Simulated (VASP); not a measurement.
Runs of VASP 6.6.1 on Ga. The structure is that of space group I4/mmm (No. 139), or close to it. The cells are those of the table. 

```csv
task,cell,gap on the mesh (eV),pressure (GPa)
single point,"a = 2.955 Å, angles 123.9, 123.9, 83.4°, 1 atom",none,6.9
electric field gradients,"a = 3.044 Å, angles 123.9, 123.9, 83.4°, 1 atom",none,0.9
electric field gradients,"a = 3.015 Å, angles 123.9, 123.9, 83.4°, 1 atom",none,2.6
single point,"a = 3.015 Å, angles 123.9, 123.9, 83.4°, 1 atom",none,2.6
single point,"a = 3.044 Å, angles 123.9, 123.9, 83.4°, 1 atom",none,0.9
electric field gradients,"a = 2.925 Å, angles 123.9, 123.9, 83.4°, 1 atom",none,(a)
electric field gradients,"a = 2.955 Å, angles 123.9, 123.9, 83.4°, 1 atom",none,6.9
single point,"a = 2.925 Å, angles 123.9, 123.9, 83.4°, 1 atom",none,9.4
```

Alike in all rows: level PBE; potentials or basis VASP PAW PBE potentials, release 64 (Ga_d); no spin polarisation; k mesh 16 × 16 × 16; cutoff (eV) 520; smearing fermi-dirac 0.03 eV.

Task: Fill in the values left out.

Result: (a) 9.5.

Caveats: the cell stands under pressure (at least some runs).

A k mesh can miss the band edges, and the runs leave out spin-orbit coupling on Ga.

A gap of «none» marks levels without a gap at the run's occupations.
